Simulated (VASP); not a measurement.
Input of a VASP 6.6.1 run:

File INCAR:

```
  PREC = Accurate
  ENCUT = 520
  EDIFF = 1E-6
  ISMEAR = 0
  SIGMA = 0.05
  LREAL = False
  LASPH = True
  NELM = 80
  ALGO = Fast
  ISIF = 2
  LWAVE = False
  LCHARG = False
  GGA = PS
  NBANDS = 25
```

File KPOINTS:

```
regular mesh
0
Gamma
  9 9 12
```

The input POSCAR:

```
Ti
1.0
    4.6000000000      0.0000000000      0.0000000000
   -2.3000000000      3.9837168574      0.0000000000
    0.0000000000      0.0000000000      2.8200000000
Ti
3
Direct
    0.0000000000      0.0000000000      0.0000000000
    0.3333333333      0.6666666667      0.5000000000
    0.6792177595      0.3584355189      0.5000000000
```

Potentials or basis: VASP PAW PBE potentials, release 64 (Ti_sv).

The run is started by

```console
$ cat potpaw_PBE.64/Ti_sv/POTCAR > POTCAR
$ mpirun -np 1 vasp_std > vasp.out
```

Problem. Estimate the pressure.

Solution. -4.9 GPa.

Problem. Estimate the band gap on the k mesh.

Solution. Zero (bands 18 and 19 overlap by 0.35 eV).

Problem. Predict the largest force.

Solution. 0.303 eV/Å.

Stress tensor (GPa, compression positive):
```
-5.71  0.00  0.00
 0.00 -5.26  0.00
 0.00  0.00 -3.86
```

Caveat: the cell stands under tension; the PAW data sets were made with another functional, which shifts forces and pressure a little.
